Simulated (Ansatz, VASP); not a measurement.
# Two plane-wave programs on NaSnCl3

```
Na Sn Cl
1.0
     5.41745    0.00000    0.00000
     0.00000    5.52801    0.00000
     0.00000    0.00000    5.52801
Na Sn Cl
1 1 3
Direct
  0.00000 0.00000 0.00000
  0.50000 0.50000 0.50000
  0.50000 0.50000 0.00000
  0.50000 0.00000 0.50000
  0.00000 0.50000 0.50000
```

Change from the starting cell: uniaxial_x strain -2.0%.

Alike in both runs: task single point; functional r2SCAN; k mesh 6 × 6 × 6; no spin polarisation.

```csv
,VASP,Ansatz
version,VASP 6.6.1,Ansatz 0.2.0
potentials or method,"VASP PAW PBE potentials, release 64 (Na_pv, Sn_d, Cl)","plane waves, PAW"
plane-wave cutoff (eV),520,500
occupations,"gaussian, width 0.01 eV",fixed
valence electrons in the cell,42,44
```

|  | VASP | Ansatz | Ansatz less VASP |
| --- | --- | --- | --- |
| gap on the k mesh at the Fermi level (eV) | 0.77 | 0.76 | -0.013 |
| pressure (GPa) | 0.3 | 0.4 | +0.04 |
| traceless stress, the component that is largest in VASP (GPa) | 0.72 | 0.73 | +0.013 |

VASP's potentials were made for PBE, not for r2SCAN. VASP's potentials hold 42 valence electrons a cell and Ansatz's 44, so a difference there can come from the potentials and not from the codes.
